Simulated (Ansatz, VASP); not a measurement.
## One calculation of Ti, two programs

```
CELL_PARAMETERS angstrom
-1.62003 1.65271 1.67130
1.62921 -1.63094 1.65871
1.63638 1.64728 -1.64953
ATOMIC_POSITIONS crystal
Ti 0.00000 0.00000 0.00000
```

Alike in both runs: task single point; functional PBEsol; dispersion D4; k mesh 8 × 8 × 8; occupations fermi-dirac, width 0.1 eV; no spin polarisation.

|  | VASP | Ansatz |
| --- | --- | --- |
| version | VASP 6.6.1 | Ansatz 0.2.0 |
| potentials or method | VASP PAW PBE potentials, release 64 (Ti_sv), cutoff 520 eV | plane waves, PAW |
| valence electrons in the cell | 12 | 12 |

```tsv
	VASP	Ansatz	Ansatz less VASP
pressure (GPa)	-8.9	-8.7	+0.15
traceless stress, the component that is largest in VASP (GPa)	-0.55	-0.55	+0.001
```

VASP's potentials were made for PBE, not for PBEsol. Ansatz's warnings: stress scf threshold loose.
